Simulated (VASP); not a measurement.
# Nb3Sn in VASP: single point with PBE

Aim: the single point of Nb3Sn with PBE.

All numbers are computed with VASP 6.6.1; they aren't measurements. Logs are shortened: lines on timing, memory, paths and dates and some standing lists are left out, and cuts for length are marked.

## (1) The cell of the first run

The cell holds a disordered packing, 8 atoms: a = 5.185 Å, b = 5.702 Å, c = 5.591 Å, α = 98.31°, β = 87.46°, γ = 91.17°.

## (2) Single point, PBE

Input file INCAR:

```
  PREC = Accurate
  ENCUT = 400
  EDIFF = 1E-6
  ISMEAR = -1
  SIGMA = 0.1
  LREAL = False
  LASPH = True
  NELM = 120
  ALGO = Normal
  ISIF = 2
  LWAVE = False
  LCHARG = False
  GGA = PE
  NBANDS = 63
  GGA_COMPAT = False
```

Input file KPOINTS:

```
Automatic mesh
0
Gamma
  4 3 3
  0 0.5 0
```

Input file POSCAR:

```
Nb3Sn
1.0
    5.1814770000      0.0964280000     -0.1518380000
   -0.2476830000      5.6247830000     -0.9010840000
    0.4095170000      0.0916320000      5.5750780000
Nb Sn
6 2
Direct
    0.2890380000      0.8162660000      0.6476710000
    0.6631090000      0.2248810000      0.0000520000
    0.4164020000      0.6614330000      0.1392890000
    0.9476130000      0.5005030000      0.3724060000
    0.1545460000      0.0814860000      0.1042010000
    0.7541170000      0.9690610000      0.4303560000
    0.0922580000      0.4141270000      0.8125570000
    0.8064730000      0.7767330000      0.8389170000
```

Potentials or basis: VASP PAW PBE potentials, release 64 (Nb_sv, Sn_d).

On the command line:

```bash
$ cat potpaw_PBE.64/Nb_sv/POTCAR potpaw_PBE.64/Sn_d/POTCAR > POTCAR
$ mpirun -np 1 vasp_std > vasp.out
```

OUTCAR:

```text
PREC = Accurate
   ENCUT = 400
   EDIFF = 1E-6
   ISMEAR = -1
   LREAL = False
   LASPH = True
   NELM = 120
   ISIF = 2
   GGA = PE

 ion  position               nearest neighbor table
   1  0.289  0.816  0.648-   8 2.70   7 2.75   6 2.83   4 2.84   5 2.84   3 2.90   8 2.96
   2  0.663  0.225  0.000-   7 2.69   8 2.69   5 2.80   5 2.81   3 2.81   4 2.87   6 3.05
   3  0.416  0.661  0.139-   8 2.70   7 2.75   5 2.81   2 2.81   6 2.84   4 2.90   1 2.90
   4  0.948  0.501  0.372-   7 2.72   5 2.83   1 2.84   6 2.84   2 2.87   3 2.90   8 2.92   7 3.16

   5  0.155  0.081  0.104-   7 2.71   8 2.80   2 2.80   2 2.81   3 2.81   6 2.83   4 2.83   1 2.84

   6  0.754  0.969  0.430-   8 2.70   5 2.83   1 2.83   4 2.84   3 2.84   2 3.05   8 3.33
   7  0.092  0.414  0.813-   8 2.55   2 2.69   5 2.71   4 2.72   3 2.75   1 2.75   4 3.16
   8  0.806  0.777  0.839-   7 2.55   2 2.69   1 2.70   6 2.70   3 2.70   5 2.80   4 2.92   1 2.96
                             6 3.33

  LATTYP: Found a triclinic cell.
 ALAT       =     5.1845980595
 B/A-ratio  =     1.5014839917
 C/A-ratio  =     1.7549868932
 COS(alpha) =     0.0037051169
 COS(beta)  =     0.5842210202
 COS(gamma) =     0.6809770127

  Lattice vectors:

 A1 = (  -5.1814770000,  -0.0964280000,   0.1518380000)
 A2 = (  -5.4291600000,   5.5283550000,  -0.7492460000)
 A3 = (  -5.3433110000,  -5.8128430000,  -4.5221560000)

Analysis of symmetry for initial positions (statically):
=====================================================================
 Subroutine PRICEL returns:
 Original cell was already a primitive cell.

 Routine SETGRP: Setting up the symmetry group for a
 triclinic supercell.

 Subroutine GETGRP returns: Found  1 space group operations
 (whereof  1 operations were pure point group operations)
 out of a pool of  2 trial point group operations.

The static configuration has the point symmetry C_1 .

Analysis of symmetry for dynamics (positions and initial velocities):
=====================================================================
 Subroutine PRICEL returns:
 Original cell was already a primitive cell.

 Routine SETGRP: Setting up the symmetry group for a
 triclinic supercell.

 Subroutine GETGRP returns: Found  1 space group operations
 (whereof  1 operations were pure point group operations)
 out of a pool of  2 trial point group operations.

The dynamic configuration has the point symmetry C_1 .

 Subroutine INISYM returns: Found  1 space group operations
 (whereof  1 operations are pure point group operations),
 and found     1 'primitive' translations

[... 107 lines left out ...]
   ISYM   =      2    0-nonsym 1-usesym 2-fastsym
   POTIM  = 0.5000    time-step for ionic-motion
   TEBEG  =    0.0;   TEEND  =   0.0 temperature during run
   PSTRESS=    0.0 pullay stress
   NELECT =     106.0000    total number of electrons
   NUPDOWN=      -1.0000    fix difference up-down
   EMIN   =  10.00;   EMAX   =-10.00  energy-range for DOS
   EFERMI =   0.00;   METHOD = LEGACY
   ISMEAR =    -1;   SIGMA  =   0.10  broadening in eV -4-tet -1-fermi 0-gaus
   EFERMI_NEDOS =   21; number of points for ismear=-14 and -15
   IALGO  =     38    algorithm
   IMIX   =      4    mixing-type and parameters
     AMIX     =   0.40;   BMIX     =  1.00
     AMIX_MAG =   1.60;   BMIX_MAG =  1.00
  volume/ion in A,a.u.               =      20.42       137.80
  Fermi-wavevector in a.u.,A,eV,Ry     =   1.417292  2.678294 27.330251  2.008717
  Thomas-Fermi vector in A             =   2.538537
   LORBIT       =      0    0 simple, 1 ext, 2 COOP (PROOUT), +10 PAW based schemes
   GGA     = PE    functional components
   LHFCALC =     F    Hartree Fock is set to
   AEXX    =    0.0000 exact exchange contribution
   IVDW    =     0    specifies the selected vdW correction
   LEPSILON=     F    determine dielectric tensor
   LRPA    =     F    only Hartree local field effects (RPA)
 non-spin polarized calculation
  energy-cutoff  :      400.00
  volume of cell :      163.36
 maximum number of plane-waves:      2980
 NGX is ok and might be reduce to    36
   NGX = 17   NGY = 19   NGZ = 19

 number of electron     105.9999985 magnetization

 Free energy of the ion-electron system (eV)
  ---------------------------------------------------
  ext. energy  EPLUGINS =         0.00000000
  ---------------------------------------------------
  free energy    TOTEN  =       -63.42426946 eV

  energy without entropy =      -63.14457630  energy(sigma->0) =      -63.28442288

 E-fermi :  10.2523     XC(G=0): -11.6686

 val. band max:       10.2472016522   @ k =  -0.2500   0.1667   0.3333
 cond. band min:      10.2549376344   @ k =   0.2500   0.1667   0.0000
 fundamental gap:      0.0077359823
 Fermi energy:        10.2522967123

 k-point     1 :      -0.0000    0.1667    0.0000
  band No.  band energies     occupation
      1     -44.5700      2.00000
      2     -44.4794      2.00000
      3     -44.4253      2.00000
      4     -44.3975      2.00000
      5     -44.3279      2.00000
      6     -44.1316      2.00000
[... 1243 lines left out ...]
     62      12.3651      0.00000
     63      12.8265      0.00000

------------------------ aborting loop because EDIFF is reached ----------------------------------------

  FORCE on cell =-STRESS in cart. coord.  units (eV):
  Direction    XX          YY          ZZ          XY          YZ          ZX
  --------------------------------------------------------------------------------------
  -------------------------------------------------------------------------------------
  Total       11.2779848      9.5895394      8.3650329     -1.9278050     -3.0123921     -2.0995262
  in kB      110.6088252     94.0493981     82.0400517    -18.9069461    -29.5440330    -20.5911010
  external PRESSURE =      95.5660917 kB  Pullay stress =       0.0000000 kB

 VOLUME and BASIS-vectors are now :
 -----------------------------------------------------------------------------
  energy-cutoff  :      400.00
  volume of cell :      163.36
      direct lattice vectors                 reciprocal lattice vectors
     5.181477000  0.096428000 -0.151838000     0.192462631  0.006193851 -0.014239133
    -0.247683000  5.624783000 -0.901084000    -0.003375970  0.177209108 -0.002664628
     0.409517000  0.091632000  5.575078000     0.004696097  0.028810494  0.178551207

 POSITION                                       TOTAL-FORCE (eV/Angst)
 -----------------------------------------------------------------------------------
      1.56070      4.67854      2.83141         1.478032      1.572282     -0.737812
      3.38021      1.32885     -0.30303        -2.336993      0.298645      0.230191
      2.05079      3.77333      0.11731        -0.282966      0.036142      1.525610
      4.93858      2.94072      1.48131        -1.244343      0.545087     -2.061529
      0.82327      0.48279      0.48404         1.619432     -0.517427      2.511451
      3.84366      5.56291      1.41156         0.182990      0.942938     -1.574301
      0.70822      2.41273      4.14290         3.097416     -3.212901     -0.820013
      4.32989      4.52359      3.85467        -2.513568      0.335235      0.926403
 -----------------------------------------------------------------------------------
    total drift:                                0.000204     -0.000224     -0.001481

  FREE ENERGIE OF THE ION-ELECTRON SYSTEM (eV)
  ---------------------------------------------------
  free  energy   TOTEN  =       -63.4242694624 eV

  energy  without entropy=      -63.1445762982  energy(sigma->0) =      -63.28442288
```

stdout:

```text
POSCAR found type information on POSCAR NbSn
 POSCAR found :  2 types and       8 ions
 scaLAPACK will be used
 LDA part: xc-table for (Slater+PW92), standard interpolation
 POSCAR, INCAR and KPOINTS ok, starting setup
 FFT: planning ... GRIDC
 FFT: planning ... GRID_SOFT
 FFT: planning ... GRID
 WAVECAR not read
 entering main loop
```

Wall time 3.7 min (1 thread of Intel Xeon 8259CL, shared host); peak memory 0.27 GiB.

Results:

```yaml
Free_energy: -63.4243 eV
Pressure: 9.6 GPa
Largest_force: 4.538 eV/Å
Band_gap_on_the_k_mesh: zero (bands 53 and 54 overlap by 0.03 eV)
```

Forces in eV/Å, atoms in the order of the input:
```
Nb   1.478  1.572 -0.738
Nb  -2.337  0.299  0.230
Nb  -0.283  0.036  1.526
Nb  -1.244  0.545 -2.062
Nb   1.619 -0.517  2.511
Nb   0.183  0.943 -1.574
Sn   3.097 -3.213 -0.820
Sn  -2.514  0.335  0.926
```

Levels at points of the mesh, in eV from the Fermi level:
| k point | band 50 | band 51 | band 52 | band 53 | band 54 | band 55 | band 56 | band 57 |
| --- | --- | --- | --- | --- | --- | --- | --- | --- |
| (0.00, 0.50, 0.00) | -0.67 | -0.50 | -0.26 | -0.21 | 0.17 | 0.31 | 0.40 | 0.77 |
| (0.50, 0.50, 0.00) | -0.84 | -0.57 | -0.53 | -0.12 | 0.10 | 0.22 | 0.67 | 0.90 |

Caveat: the k points lie up to 0.38 Å⁻¹ apart; spin-orbit coupling is left out, which moves the levels of the heavy elements.
